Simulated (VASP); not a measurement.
# Ni (Fm-3m) in VASP: notebook, part 2 of 2

VASP 6.6.1.

## (5) Single point, PBE, collinear spin, ferromagnetic start

File INCAR:

```
  PREC = Accurate
  ENCUT = 600
  EDIFF = 1E-6
  ISMEAR = -1
  SIGMA = 0.1
  LREAL = F
  LASPH = T
  NELM = 200
  ALGO = Normal
  ISIF = 2
  LWAVE = F
  LCHARG = F
  ISPIN = 2
  MAGMOM = 0.77 0.77
  LORBIT = 11
  LMAXMIX = 4
  GGA = PE
  NBANDS = 21
  GGA_COMPAT = F
```

File KPOINTS:

```
Automatic mesh
0
Gamma
  6 12 12
```

File POSCAR:

```
Ni
1.0
    0.0000000000      3.5439000000      3.5439000000
    1.7719500000      0.0000000000      1.7719500000
    1.7719500000      1.7719500000      0.0000000000
Ni
2
Direct
    0.0000000000      0.0000000000      0.0000000000
    0.5000000000      0.0000000000      0.0000000000
```

Potentials or basis: VASP PAW PBE potentials, release 64 (Ni).

Launch:

```sh
cat potpaw_PBE.64/Ni/POTCAR > POTCAR
mpirun -np 1 vasp_std > vasp.out
```

OUTCAR:

```text
PREC = Accurate
   ENCUT = 600
   EDIFF = 1E-6
   ISMEAR = -1
   LREAL = F
   LASPH = T
   NELM = 200
   ISIF = 2
   ISPIN = 2
   LORBIT = 11
   GGA = PE

 ion  position               nearest neighbor table
   1  0.000  0.000  0.000-   2 2.51   2 2.51   2 2.51   2 2.51   2 2.51   2 2.51
   2  0.500  0.000  0.000-   1 2.51   1 2.51   1 2.51   1 2.51   1 2.51   1 2.51

  LATTYP: Found a trigonal (rhomboedric) cell.
 ALAT       =     4.3403733497
 COS(alpha) =     0.8333333333

  Lattice vectors:

[... 1413 lines left out ...]
  external PRESSURE =     -37.1803371 kB  Pullay stress =       0.0000000 kB

 VOLUME and BASIS-vectors are now :
 -----------------------------------------------------------------------------
  energy-cutoff  :      600.00
  volume of cell :       22.25
      direct lattice vectors                 reciprocal lattice vectors
     0.000000000  3.543900000  3.543900000    -0.141087502  0.141087502  0.141087502
     1.771950000  0.000000000  1.771950000     0.282175005 -0.282175005  0.282175005
     1.771950000  1.771950000  0.000000000     0.282175005  0.282175005 -0.282175005

 POSITION                                       TOTAL-FORCE (eV/Angst)
 -----------------------------------------------------------------------------------
      0.00000      0.00000      0.00000         0.000000     -0.000000     -0.000000
      0.00000      1.77195      1.77195        -0.000000      0.000000      0.000000
 -----------------------------------------------------------------------------------
    total drift:                               -0.000000     -0.000000     -0.000000

  FREE ENERGIE OF THE ION-ELECTRON SYSTEM (eV)
  ---------------------------------------------------
  free  energy   TOTEN  =       -10.9897503766 eV

  energy  without entropy=      -10.8781398209  energy(sigma->0) =      -10.93394510

 total charge

# of ion       s       p       d       tot
------------------------------------------
    1        0.489   0.479   8.303   9.271
    2        0.489   0.479   8.303   9.271
--------------------------------------------------
tot          0.977   0.957  16.607  18.541

 magnetization (x)

# of ion       s       p       d       tot
------------------------------------------
    1       -0.006  -0.024   0.684   0.653
    2       -0.006  -0.024   0.684   0.653
--------------------------------------------------
tot         -0.012  -0.049   1.367   1.306
```

OSZICAR:

```text
N       E                     dE             d eps       ncg     rms          rms(c)
DAV:   1     0.103349864306E+03    0.10335E+03   -0.93969E+03  8965   0.144E+03
DAV:   2    -0.661490930470E+01   -0.10996E+03   -0.10151E+03  8392   0.248E+02
DAV:   3    -0.129580966870E+02   -0.63432E+01   -0.60708E+01  9383   0.672E+01
DAV:   4    -0.130465332149E+02   -0.88437E-01   -0.88348E-01  9408   0.739E+00
DAV:   5    -0.130493036258E+02   -0.27704E-02   -0.27702E-02  9368   0.131E+00    0.138E+01
DAV:   6    -0.117168310813E+02    0.13325E+01   -0.79747E+00  9705   0.585E+01    0.887E+00
DAV:   7    -0.110222164052E+02    0.69461E+00   -0.16493E+00  9668   0.240E+01    0.257E+00
DAV:   8    -0.109960579423E+02    0.26158E-01   -0.12927E-02 11060   0.126E+00    0.131E+00
DAV:   9    -0.109910930973E+02    0.49648E-02   -0.62544E-04 12971   0.354E-01    0.392E-01
DAV:  10    -0.109897651747E+02    0.13279E-02   -0.12568E-04 12851   0.244E-01    0.558E-02
DAV:  11    -0.109897630310E+02    0.21437E-05   -0.45516E-05 11041   0.904E-02    0.372E-02
DAV:  12    -0.109897500082E+02    0.13023E-04   -0.34767E-06 10908   0.310E-02    0.178E-02
DAV:  13    -0.109897503766E+02   -0.36839E-06   -0.15527E-06  7815   0.132E-02
   1 F= -.10989750E+02 E0= -.10933945E+02  d E =-.111611E+00  mag=     1.2791
```

It took 63 s on 1 thread of Intel Xeon 6975P-C, shared host; peak memory 0.21 GiB.

Results:

```
Free energy                                           : -10.9898 eV
Pressure                                              : -3.7 GPa
Net moment                                            : 1.28 μB per cell
Site moments                                          : Ni +0.65 μB
Valence electrons inside the program's atomic spheres : Ni 9.27
```

## (6) Single point, PBE, collinear spin, ferromagnetic start

File INCAR:

```
  PREC = Accurate
  ENCUT = 600
  EDIFF = 1E-6
  ISMEAR = -1
  SIGMA = 0.1
  LREAL = False
  LASPH = True
  NELM = 200
  ALGO = Normal
  ISIF = 2
  LWAVE = False
  LCHARG = True
  ISPIN = 2
  MAGMOM = 2 2
  LORBIT = 11
  LMAXMIX = 4
  GGA = PE
  LELF = True
  LVHAR = True
  NBANDS = 21
  GGA_COMPAT = False
```

File KPOINTS:

```
regular mesh
0
Gamma
  6 12 12
```

POSCAR is that of step 5.

Potentials or basis: VASP PAW PBE potentials, release 64 (Ni).

Launch:

```sh
cat potpaw_PBE.64/Ni/POTCAR > POTCAR
mpirun -np 1 vasp_std > vasp.out
```

OUTCAR:

```text
PREC = Accurate
   ENCUT = 600
   EDIFF = 1E-6
   ISMEAR = -1
   LREAL = False
   LASPH = True
   NELM = 200
   ISIF = 2
   ISPIN = 2
   LORBIT = 11
   GGA = PE

 ion  position               nearest neighbor table
   1  0.000  0.000  0.000-   2 2.51   2 2.51   2 2.51   2 2.51   2 2.51   2 2.51
   2  0.500  0.000  0.000-   1 2.51   1 2.51   1 2.51   1 2.51   1 2.51   1 2.51

  LATTYP: Found a trigonal (rhomboedric) cell.
 ALAT       =     4.3403733497
 COS(alpha) =     0.8333333333

  Lattice vectors:

 A1 = (   1.7719500000,  -1.7719500000,  -3.5439000000)
 A2 = (   3.5439000000,  -1.7719500000,  -1.7719500000)
[... 1412 lines left out ...]

 VOLUME and BASIS-vectors are now :
 -----------------------------------------------------------------------------
  energy-cutoff  :      600.00
  volume of cell :       22.25
      direct lattice vectors                 reciprocal lattice vectors
     0.000000000  3.543900000  3.543900000    -0.141087502  0.141087502  0.141087502
     1.771950000  0.000000000  1.771950000     0.282175005 -0.282175005  0.282175005
     1.771950000  1.771950000  0.000000000     0.282175005  0.282175005 -0.282175005

 POSITION                                       TOTAL-FORCE (eV/Angst)
 -----------------------------------------------------------------------------------
      0.00000      0.00000      0.00000         0.000000      0.000000      0.000000
      0.00000      1.77195      1.77195        -0.000000     -0.000000     -0.000000
 -----------------------------------------------------------------------------------
    total drift:                               -0.000000     -0.000000     -0.000000

  FREE ENERGIE OF THE ION-ELECTRON SYSTEM (eV)
  ---------------------------------------------------
  free  energy   TOTEN  =       -10.9897500617 eV

  energy  without entropy=      -10.8781636448  energy(sigma->0) =      -10.93395685

 total charge

# of ion       s       p       d       tot
------------------------------------------
    1        0.489   0.479   8.303   9.271
    2        0.489   0.479   8.303   9.271
--------------------------------------------------
tot          0.977   0.957  16.607  18.541

 magnetization (x)

# of ion       s       p       d       tot
------------------------------------------
    1       -0.006  -0.024   0.684   0.653
    2       -0.006  -0.024   0.684   0.653
--------------------------------------------------
tot         -0.012  -0.049   1.367   1.307
```

stdout:

```text
POSCAR found type information on POSCAR Ni
 POSCAR found :  1 types and       2 ions
 scaLAPACK will be used
 LDA part: xc-table for (Slater+PW92), standard interpolation
 -----------------------------------------------------------------------------
|                                                                             |
|           W    W    AA    RRRRR   N    N  II  N    N   GGGG   !!!           |
|           W    W   A  A   R    R  NN   N  II  NN   N  G    G  !!!           |
|           W    W  A    A  R    R  N N  N  II  N N  N  G       !!!           |
|           W WW W  AAAAAA  RRRRR   N  N N  II  N  N N  G  GGG   !            |
|           WW  WW  A    A  R   R   N   NN  II  N   NN  G    G                |
|           W    W  A    A  R    R  N    N  II  N    N   GGGG   !!!           |
|                                                                             |
|     Your reciprocal lattice and k-lattice belong to different lattice       |
|     classes:                                                                |
|                                                                             |
|        The reciprocal lattice is rhombohedral (trigonal),                   |
|        whereas your k-lattice is body-centered cubic.                       |
|                                                                             |
|     Results are often still useful ...                                      |
|                                                                             |
 -----------------------------------------------------------------------------

 POSCAR, INCAR and KPOINTS ok, starting setup
 FFT: planning ... GRIDC
 FFT: planning ... GRID_SOFT
 FFT: planning ... GRID
 WAVECAR not read
 entering main loop
```

It took 74 s on 1 thread of Intel Xeon 6975P-C, shared host; peak memory 0.21 GiB.

Results:

| Item | Value |
| --- | --- |
| Free energy | -10.9898 eV |
| Pressure | -3.6 GPa |
| Net moment | 1.28 μB per cell |
| Site moments | Ni +0.65 μB |
| Valence electrons inside the program's atomic spheres | Ni 9.27 |

## (7) The runs side by side

| spin | cutoff (eV) | gap on the mesh (eV) | pressure (GPa) | moment (μB) |
| --- | --- | --- | --- | --- |
| collinear, ferromagnetic start | 520 | none | -3.6 | 1.28 |
| off | 600 | none | -4.8 | - |
| collinear, ferromagnetic start | 600 | none | -3.6 | 1.28 |

Alike in all rows: task single point; level PBE; potentials or basis VASP PAW PBE potentials, release 64 (Ni); cell as given; k mesh 6 × 12 × 12; smearing fermi-dirac 0.1 eV.

Every run on the cell as given and a fine mesh finds a metal.

Absolute energies hang on the potentials; compare differences alone.
